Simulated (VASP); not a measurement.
# KI (Pm-3m) in VASP: a series of runs, part 2 of 2

VASP 6.6.1.

### 3 Single point, PBE, non-collinear spin, zero start, spin-orbit coupling

This run uses another cell than the first one, of 39.51 Å³/atom.

Contents of INCAR:

```
SYSTEM = KI
ALGO = Normal ; EDIFF = 1E-6
ENCUT = 520 ; GGA = PE
GGA_COMPAT = .False. ; ISIF = 2
ISMEAR = 0 ; LASPH = .True.
LCHARG = .False. ; LORBIT = 11
LORBMOM = .True. ; LREAL = .False.
LSORBIT = .True. ; LWAVE = .False.
MAGMOM = 0 0 0 0 0 0 ; NBANDS = 28
NELM = 150 ; PREC = Accurate
SIGMA = 0.01
```

Contents of KPOINTS:

```
k-points
0
Gamma
  6 6 6
  0 0 0
```

Contents of POSCAR:

```
KI
1.0
    4.2910851989      0.0000000000      0.0000000000
    0.0000000000      4.2910851989      0.0000000000
    0.0000000000      0.0000000000      4.2910851989
K I
1 1
Direct
    0.0000000000      0.0000000000      0.0000000000
    0.5000000000      0.5000000000      0.5000000000
```

Potentials or basis: VASP PAW PBE potentials, release 64 (K_sv, I).

Command:

```console
$ cat potpaw_PBE.64/K_sv/POTCAR potpaw_PBE.64/I/POTCAR > POTCAR
$ mpirun -np 1 vasp_ncl > vasp.out
```

OUTCAR:

```text
SYSTEM = KI
   EDIFF = 1E-6
   ENCUT = 520
   GGA = PE
   ISIF = 2
   ISMEAR = 0
   LASPH = .True.
   LORBIT = 11
   LREAL = .False.
   LSORBIT = .True.
   NELM = 150
   PREC = Accurate

 ion  position               nearest neighbor table
   1  0.000  0.000  0.000-
   2  0.500  0.500  0.500-

  LATTYP: Found a simple cubic cell.
 ALAT       =     4.2910851989

  Lattice vectors:

 A1 = (   4.2910851989,   0.0000000000,   0.0000000000)
 A2 = (   0.0000000000,   4.2910851989,   0.0000000000)
 A3 = (   0.0000000000,   0.0000000000,   4.2910851989)

Analysis of symmetry for initial positions (statically):
=====================================================================
 Subroutine PRICEL returns:
 Original cell was already a primitive cell.

 Routine SETGRP: Setting up the symmetry group for a
 simple cubic supercell.

 Subroutine GETGRP returns: Found 48 space group operations
 (whereof 48 operations were pure point group operations)
 out of a pool of 48 trial point group operations.

The static configuration has the point symmetry O_h .

Analysis of symmetry for dynamics (positions and initial velocities):
=====================================================================
 Subroutine PRICEL returns:
 Original cell was already a primitive cell.

 Routine SETGRP: Setting up the symmetry group for a
 simple cubic supercell.

 Subroutine GETGRP returns: Found 48 space group operations
 (whereof 48 operations were pure point group operations)
 out of a pool of 48 trial point group operations.

The dynamic configuration has the point symmetry O_h .

Analysis of structural, dynamic, and magnetic symmetry:
=====================================================================
 Subroutine PRICEL returns:
 Original cell was already a primitive cell.

 Routine SETGRP: Setting up the symmetry group for a
 simple cubic supercell.

 Subroutine GETGRP returns: Found 48 space group operations
[... 822 lines left out ...]
 # of ion     p       d       tot
 ----------------------------------------
  1         0.000   0.000   0.000
  2         0.000   0.000   0.000
 ----------------------------------------
            0.000   0.000   0.000

 orbital moment (z)

 # of ion     p       d       tot
 ----------------------------------------
  1         0.000   0.000   0.000
  2         0.000   0.000   0.000
 ----------------------------------------
            0.000   0.000   0.000

 Spin-Orbit-Coupling matrix elements

 Ion:    1  E_soc:     -0.0081471
 l=   1
     0.0000000    -0.0013562    -0.0013562
    -0.0013562     0.0000000    -0.0013562
    -0.0013562    -0.0013562     0.0000000
 l=   2
     0.0000000    -0.0000003     0.0000000    -0.0000003    -0.0000013
    -0.0000003     0.0000000    -0.0000009    -0.0000003    -0.0000003
     0.0000000    -0.0000009     0.0000000    -0.0000009     0.0000000
    -0.0000003    -0.0000003    -0.0000009     0.0000000    -0.0000003
    -0.0000013    -0.0000003     0.0000000    -0.0000003     0.0000000
 l=   3
     0.0000000     0.0000000     0.0000000     0.0000000     0.0000000     0.0000000     0.0000000
     0.0000000     0.0000000     0.0000000     0.0000000     0.0000000     0.0000000     0.0000000
     0.0000000     0.0000000     0.0000000     0.0000000     0.0000000     0.0000000     0.0000000
     0.0000000     0.0000000     0.0000000     0.0000000     0.0000000     0.0000000     0.0000000
     0.0000000     0.0000000     0.0000000     0.0000000     0.0000000     0.0000000     0.0000000
     0.0000000     0.0000000     0.0000000     0.0000000     0.0000000     0.0000000     0.0000000
     0.0000000     0.0000000     0.0000000     0.0000000     0.0000000     0.0000000     0.0000000

 Ion:    2  E_soc:     -0.2503129
 l=   1
     0.0000000    -0.0417050    -0.0417050
    -0.0417050     0.0000000    -0.0417050
    -0.0417050    -0.0417050     0.0000000
 l=   2
     0.0000000     0.0000006     0.0000000     0.0000006    -0.0000144
     0.0000006     0.0000000    -0.0000108     0.0000006    -0.0000036
     0.0000000    -0.0000108     0.0000000    -0.0000108     0.0000000
     0.0000006     0.0000006    -0.0000108     0.0000000    -0.0000036
    -0.0000144    -0.0000036     0.0000000    -0.0000036     0.0000000
 l=   3
     0.0000000     0.0000000     0.0000000     0.0000000     0.0000000     0.0000000     0.0000000
     0.0000000     0.0000000     0.0000000     0.0000000     0.0000000     0.0000000     0.0000000
     0.0000000     0.0000000     0.0000000     0.0000000     0.0000000     0.0000000     0.0000000
     0.0000000     0.0000000     0.0000000     0.0000000     0.0000000     0.0000000     0.0000000
     0.0000000     0.0000000     0.0000000     0.0000000     0.0000000     0.0000000     0.0000000
     0.0000000     0.0000000     0.0000000     0.0000000     0.0000000     0.0000000     0.0000000
     0.0000000     0.0000000     0.0000000     0.0000000     0.0000000     0.0000000     0.0000000

 total charge

# of ion       s       p       d       tot
------------------------------------------
    1        1.956   5.574   0.020   7.550
    2        1.496   2.841   0.003   4.340
--------------------------------------------------
tot          3.452   8.415   0.023  11.890

 magnetization (x)

# of ion       s       p       d       tot
------------------------------------------
    1       -0.000  -0.000   0.000  -0.000
    2        0.000   0.000  -0.000   0.000
--------------------------------------------------
tot         -0.000   0.000   0.000   0.000

 magnetization (y)

# of ion       s       p       d       tot
------------------------------------------
    1        0.000  -0.000  -0.000   0.000
    2        0.000   0.000  -0.000   0.000
--------------------------------------------------
tot          0.000   0.000  -0.000   0.000

 magnetization (z)

# of ion       s       p       d       tot
------------------------------------------
    1        0.000  -0.000   0.000   0.000
    2        0.000  -0.000   0.000  -0.000
--------------------------------------------------
tot          0.000  -0.000   0.000  -0.000
```

Wall time 38 s (1 thread of Intel Xeon 6975P-C (Granite Rapids), shared host); peak memory 0.34 GiB.

What came out:

```yaml
Free_energy: -5.5489 eV
Pressure: 0.5 GPa
Net_moment: 0.00 μB per cell
Valence_electrons_inside_the_program's_atomic_spheres: K 7.55; I 4.34
```

Moments on the atoms (μB; x, y, z):
```
K   0.00 0.00 0.00
I   0.00 0.00 0.00
```
